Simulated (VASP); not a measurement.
# TaN (Fm-3m) in VASP: a series of runs

TaN is run at these levels: r2SCAN+U; tasks: single point.

Everything below comes from runs of VASP 6.6.1. Logs are shortened: lines on timing, memory, paths and dates and some standing lists are left out, and cuts for length are marked.

### Step 1. The cell of the first run

Symmetry: Fm-3m, No. 225, cubic system. The conventional cell has a = 4.358 Å, b = 4.358 Å, c = 4.358 Å, α = 90.00°, β = 90.00°, γ = 90.00°. Within 2.9 Å of Ta (site symmetry m-3m) lie 6 N at 2.18 Å. Within 2.9 Å of N (site symmetry m-3m) lie 6 Ta at 2.18 Å.

### Step 2. Single point, r2SCAN+U, collinear spin, zero start

POSCAR reads:

```
TaN
1.0
    0.0000000000      2.1790013100      2.1790013100
    2.1790013100      0.0000000000      2.1790013100
    2.1790013100      2.1790013100      0.0000000000
Ta N
1 1
Direct
    0.5000000000      0.5000000000      0.5000000000
    0.0000000000      0.0000000000      0.0000000000
```

INCAR.step1 reads:

```
SYSTEM = TaN
ALGO = Normal ; EDIFF = 1E-5
ENCUT = 660 ; GGA = PE
GGA_COMPAT = .FALSE. ; ISMEAR = 0
ISPIN = 2 ; LASPH = .TRUE.
LCHARG = .FALSE. ; LDAU = .TRUE.
LDAUJ = 0 0 ; LDAUL = 2 -1
LDAUTYPE = 2 ; LDAUU = 1 0
LMAXMIX = 4 ; LREAL = .FALSE.
LWAVE = .TRUE. ; MAGMOM = 0 0
NBANDS = 20 ; NELM = 200
PREC = Accurate ; SIGMA = 0.05
```

INCAR.step2 reads:

```
SYSTEM = TaN
ALGO = Normal ; EDIFF = 1E-6
ENCUT = 660 ; GGA_COMPAT = .FALSE.
ISIF = 2 ; ISMEAR = 0
ISPIN = 2 ; ISTART = 1
LASPH = .TRUE. ; LCHARG = .FALSE.
LDAU = .TRUE. ; LDAUJ = 0 0
LDAUL = 2 -1 ; LDAUPRINT = 1
LDAUTYPE = 2 ; LDAUU = 1 0
LMAXMIX = 4 ; LMIXTAU = .TRUE.
LORBIT = 11 ; LREAL = .FALSE.
LWAVE = .FALSE. ; MAGMOM = 0 0
METAGGA = R2SCAN ; NBANDS = 20
NELM = 200 ; PREC = Accurate
SIGMA = 0.05
```

KPOINTS reads:

```
k-points
0
G
  7 7 7
  0 0 0
```

Potentials or basis: VASP PAW PBE potentials, release 64 (Ta_sv_GW, N).

The run is started by

```
$ cat potpaw_PBE.64/Ta_sv_GW/POTCAR potpaw_PBE.64/N/POTCAR > POTCAR
$ cp INCAR.step1 INCAR
$ mpirun -np 1 vasp_std > vasp.out
$ cp INCAR.step2 INCAR
$ mpirun -np 1 vasp_std > vasp.out
```

OUTCAR:

```text
SYSTEM = TaN
   EDIFF = 1E-6
   ENCUT = 660
   ISIF = 2
   ISMEAR = 0
   ISPIN = 2
   ISTART = 1
   LASPH = .TRUE.
   LORBIT = 11
   LREAL = .FALSE.
   METAGGA = R2SCAN
   NELM = 200
   PREC = Accurate

 ion  position               nearest neighbor table
   1  0.500  0.500  0.500-   2 2.18   2 2.18   2 2.18   2 2.18   2 2.18   2 2.18
   2  0.000  0.000  0.000-   1 2.18   1 2.18   1 2.18   1 2.18   1 2.18   1 2.18

  LATTYP: Found a face centered cubic cell.
 ALAT       =     4.3580026200

  Lattice vectors:

 A1 = (   0.0000000000,   2.1790013100,   2.1790013100)
 A2 = (   2.1790013100,   0.0000000000,   2.1790013100)
 A3 = (   2.1790013100,   2.1790013100,   0.0000000000)

Analysis of symmetry for initial positions (statically):
=====================================================================
 Subroutine PRICEL returns:
 Original cell was already a primitive cell.

 Routine SETGRP: Setting up the symmetry group for a
 face centered cubic supercell.

 Subroutine GETGRP returns: Found 48 space group operations
 (whereof 48 operations were pure point group operations)
 out of a pool of 48 trial point group operations.

The static configuration has the point symmetry O_h .

Analysis of symmetry for dynamics (positions and initial velocities):
=====================================================================
 Subroutine PRICEL returns:
 Original cell was already a primitive cell.

 Routine SETGRP: Setting up the symmetry group for a
 face centered cubic supercell.

 Subroutine GETGRP returns: Found 48 space group operations
 (whereof 48 operations were pure point group operations)
 out of a pool of 48 trial point group operations.

The dynamic configuration has the point symmetry O_h .

Analysis of structural, dynamic, and magnetic symmetry:
=====================================================================
 Subroutine PRICEL returns:
 Original cell was already a primitive cell.

 Routine SETGRP: Setting up the symmetry group for a
 face centered cubic supercell.

 Subroutine GETGRP returns: Found 48 space group operations
 (whereof 48 operations were pure point group operations)
 out of a pool of 48 trial point group operations.

The overall configuration has the point symmetry O_h .

 Subroutine INISYM returns: Found 48 space group operations
 (whereof 48 operations are pure point group operations),
 and found     1 'primitive' translations

----------------------------------------------------------------------------------------

                                     Primitive cell

  volume of cell :      20.6920

  direct lattice vectors                    reciprocal lattice vectors
     0.000000000  2.179001310  2.179001310    -0.229462918  0.229462918  0.229462918
     2.179001310  0.000000000  2.179001310     0.229462918 -0.229462918  0.229462918
     2.179001310  2.179001310  0.000000000     0.229462918  0.229462918 -0.229462918

  length of vectors
     3.081573205  3.081573205  3.081573205     0.397441433  0.397441433  0.397441433

  position of ions in fractional coordinates (direct lattice)
     0.500000000  0.500000000  0.500000000
     0.000000000  0.000000000  0.000000000

  ion indices of the primitive-cell ions
   primitive index   ion index
                 1           1
                 2           2

----------------------------------------------------------------------------------------

 KPOINTS: k-points

Automatic generation of k-mesh.
 Grid dimensions read from file:
 generate k-points for:    7    7    7
[... 71 lines left out ...]
   NUPDOWN=      -1.0000    fix difference up-down
   EMIN   =  10.00;   EMAX   =-10.00  energy-range for DOS
   EFERMI =   0.00;   METHOD = LEGACY
   ISMEAR =     0;   SIGMA  =   0.05  broadening in eV -4-tet -1-fermi 0-gaus
   EFERMI_NEDOS =   21; number of points for ismear=-14 and -15
   IALGO  =     38    algorithm
   IMIX   =      4    mixing-type and parameters
     AMIX     =   0.40;   BMIX     =  1.00
     AMIX_MAG =   1.60;   BMIX_MAG =  1.00
  volume/ion in A,a.u.               =      10.35        69.82
  Fermi-wavevector in a.u.,A,eV,Ry     =   1.562781  2.953228 33.229306  2.442285
  Thomas-Fermi vector in A             =   2.665649
   LORBIT       =     11    0 simple, 1 ext, 2 COOP (PROOUT), +10 PAW based schemes
 LDA+U is selected, type is set to LDAUTYPE =  2
   angular momentum for each species LDAUL =     2   -1
   U (eV)           for each species LDAUU =   1.0  0.0
   J (eV)           for each species LDAUJ =   0.0  0.0
   METAGGA = R2SCAN    functional components
   LHFCALC =     F    Hartree Fock is set to
   AEXX    =    0.0000 exact exchange contribution
   IVDW    =     0    specifies the selected vdW correction
   LEPSILON=     F    determine dielectric tensor
   LRPA    =     F    only Hartree local field effects (RPA)
 spin polarized calculation
 Gauss-broadening in eV      SIGMA  =   0.05
  energy-cutoff  :      660.00
  volume of cell :       20.69
 maximum number of plane-waves:       821
 NGX is ok and might be reduce to    28
   NGX = 13   NGY = 13   NGZ = 13

 number of electron      17.9999999 magnetization       0.0000000

atom =   1  type =  1  l = 2

 onsite density matrix

spin component  1

  0.2635  0.0000 -0.0000 -0.0000 -0.0000
  0.0000  0.2635  0.0000 -0.0000  0.0000
 -0.0000  0.0000  0.2034 -0.0000  0.0000
 -0.0000 -0.0000 -0.0000  0.2635 -0.0000
 -0.0000  0.0000  0.0000 -0.0000  0.2034

spin component  2

  0.2635  0.0000 -0.0000 -0.0000 -0.0000
  0.0000  0.2635  0.0000 -0.0000  0.0000
 -0.0000  0.0000  0.2034 -0.0000  0.0000
 -0.0000 -0.0000 -0.0000  0.2635 -0.0000
 -0.0000  0.0000  0.0000 -0.0000  0.2034

 occupancies and eigenvectors

  o =  0.2034  v =  0.0000 -0.0000  0.9992  0.0000 -0.0388  0.0000  0.0000  0.0000  0.0000  0.0000      0.0000  0.0000  0.0000  0.0000  0.0000  0.0000  0.0000  0.0000  0.0000  0.0000
  o =  0.2034  v =  0.0000 -0.0000  0.0388 -0.0000  0.9992  0.0000  0.0000  0.0000  0.0000  0.0000      0.0000  0.0000  0.0000  0.0000  0.0000  0.0000  0.0000  0.0000  0.0000  0.0000
  o =  0.2034  v =  0.0000  0.0000  0.0000  0.0000  0.0000  0.0000  0.0000  0.0817  0.0000  0.9967      0.0000  0.0000  0.0000  0.0000  0.0000  0.0000  0.0000  0.0000  0.0000  0.0000
  o =  0.2034  v =  0.0000  0.0000  0.0000  0.0000  0.0000  0.0000  0.0000 -0.9967  0.0000  0.0817      0.0000  0.0000  0.0000  0.0000  0.0000  0.0000  0.0000  0.0000  0.0000  0.0000
  o =  0.2635  v =  0.0000  0.2660 -0.0000  0.9640  0.0000  0.0000  0.0000  0.0000  0.0000  0.0000      0.0000  0.0000  0.0000  0.0000  0.0000  0.0000  0.0000  0.0000  0.0000  0.0000
  o =  0.2635  v =  0.0000 -0.9640 -0.0000  0.2660 -0.0000  0.0000  0.0000  0.0000  0.0000  0.0000      0.0000  0.0000  0.0000  0.0000  0.0000  0.0000  0.0000  0.0000  0.0000  0.0000
  o =  0.2635  v =  1.0000  0.0000  0.0000  0.0000  0.0000  0.0000  0.0000  0.0000  0.0000  0.0000      0.0000  0.0000  0.0000  0.0000  0.0000  0.0000  0.0000  0.0000  0.0000  0.0000
  o =  0.2635  v =  0.0000  0.0000  0.0000  0.0000  0.0000  0.0000  0.9640  0.0000 -0.2660 -0.0000      0.0000  0.0000  0.0000  0.0000  0.0000  0.0000  0.0000  0.0000  0.0000  0.0000
  o =  0.2635  v =  0.0000  0.0000  0.0000  0.0000  0.0000  0.0000  0.2660  0.0000  0.9640 -0.0000      0.0000  0.0000  0.0000  0.0000  0.0000  0.0000  0.0000  0.0000  0.0000  0.0000
  o =  0.2635  v =  0.0000  0.0000  0.0000  0.0000  0.0000  1.0000  0.0000  0.0000  0.0000  0.0000      0.0000  0.0000  0.0000  0.0000  0.0000  0.0000  0.0000  0.0000  0.0000  0.0000

 number of electron      17.9999999 magnetization      -0.0000000

 Free energy of the ion-electron system (eV)
  ---------------------------------------------------
  ext. energy  EPLUGINS =         0.00000000
  ---------------------------------------------------
  free energy    TOTEN  =       -61.30278364 eV

  energy without entropy =      -61.30187973  energy(sigma->0) =      -61.30233168

 E-fermi :  14.4349     XC(G=0): -14.9612

 val. band max:       14.3539839327   @ k =  -0.2857   0.1429   0.0000
 cond. band min:      14.4733345098   @ k =   0.2857   0.0000   0.0000
 fundamental gap:      0.1193505770
 Fermi energy:        14.4349143197

 spin component 1

 k-point     1 :       0.0000    0.0000    0.0000
  band No.  band energies     occupation
      1     -57.4617      1.00000
      2     -22.9140      1.00000
      3     -22.9140      1.00000
      4     -22.9140      1.00000
      5      -5.8572      1.00000
      6      10.1675      1.00000
[... 436 lines left out ...]
      6       5.9869      1.00000
[... 12 lines left out ...]
     19      35.5698      0.00000
     20      39.1134      0.00000
 Fermi energy:        14.4349143197

 spin component 2

 k-point     1 :       0.0000    0.0000    0.0000
  band No.  band energies     occupation
      1     -57.4617      1.00000
      2     -22.9140      1.00000
      3     -22.9140      1.00000
      4     -22.9140      1.00000
      5      -5.8572      1.00000
      6      10.1675      1.00000
[... 449 lines left out ...]
     19      35.5698      0.00000
     20      39.1134      0.00000

------------------------ aborting loop because EDIFF is reached ----------------------------------------

  FORCE on cell =-STRESS in cart. coord.  units (eV):
  Direction    XX          YY          ZZ          XY          YZ          ZX
  --------------------------------------------------------------------------------------
  -------------------------------------------------------------------------------------
  Total        1.6434211      1.6434211      1.6434211      0.0000000      0.0000000     -0.0000000
  in kB      127.2497630    127.2497630    127.2497630      0.0000000      0.0000000     -0.0000000
  external PRESSURE =     127.2497630 kB  Pullay stress =       0.0000000 kB

 VOLUME and BASIS-vectors are now :
 -----------------------------------------------------------------------------
  energy-cutoff  :      660.00
  volume of cell :       20.69
      direct lattice vectors                 reciprocal lattice vectors
     0.000000000  2.179001310  2.179001310    -0.229462918  0.229462918  0.229462918
     2.179001310  0.000000000  2.179001310     0.229462918 -0.229462918  0.229462918
     2.179001310  2.179001310  0.000000000     0.229462918  0.229462918 -0.229462918

 POSITION                                       TOTAL-FORCE (eV/Angst)
 -----------------------------------------------------------------------------------
      2.17900      2.17900      2.17900         0.000000      0.000000      0.000000
      0.00000      0.00000      0.00000        -0.000000     -0.000000     -0.000000
 -----------------------------------------------------------------------------------
    total drift:                                0.000000      0.000000      0.000000

  FREE ENERGIE OF THE ION-ELECTRON SYSTEM (eV)
  ---------------------------------------------------
  free  energy   TOTEN  =       -61.3027836401 eV

  energy  without entropy=      -61.3018797264  energy(sigma->0) =      -61.30233168

 total charge

# of ion       s       p       d       f       tot
--------------------------------------------------
    1        2.676   6.060   2.349   0.149  11.233
    2        1.239   2.594   0.000   0.000   3.834
--------------------------------------------------
tot          3.915   8.654   2.349   0.149  15.067

 magnetization (x)

# of ion       s       p       d       f       tot
--------------------------------------------------
    1        0.000   0.000   0.000   0.000   0.000
    2       -0.000   0.000   0.000   0.000   0.000
--------------------------------------------------
tot          0.000   0.000   0.000   0.000   0.000
```

It took 56 s on 1 thread of Intel Xeon 6975P-C (Granite Rapids), shared host; peak memory 0.21 GiB.

Results:

| Item | Value |
| --- | --- |
| Free energy | -61.3028 eV |
| Pressure | 12.7 GPa |
| Band gap on the k mesh | zero (filled and empty bands overlap) |
| Net moment | 0.00 μB per cell |
| Valence electrons inside the program's atomic spheres | Ta 11.23; N 3.83 |

Eigenvalues of the final occupation matrices:
| site | spin | trace | eigenvalues |
| --- | --- | --- | --- |
| site 1 d | 1 | 1.20 | 0.20 0.20 0.26 0.26 0.26 |
| site 1 d | 2 | 1.20 | 0.20 0.20 0.26 0.26 0.26 |

Caveat: the PAW data sets were made with another functional, which shifts forces and pressure a little; spin-orbit coupling is left out, which moves the levels of the heavy elements.

(Continued in part 2 of 2.)
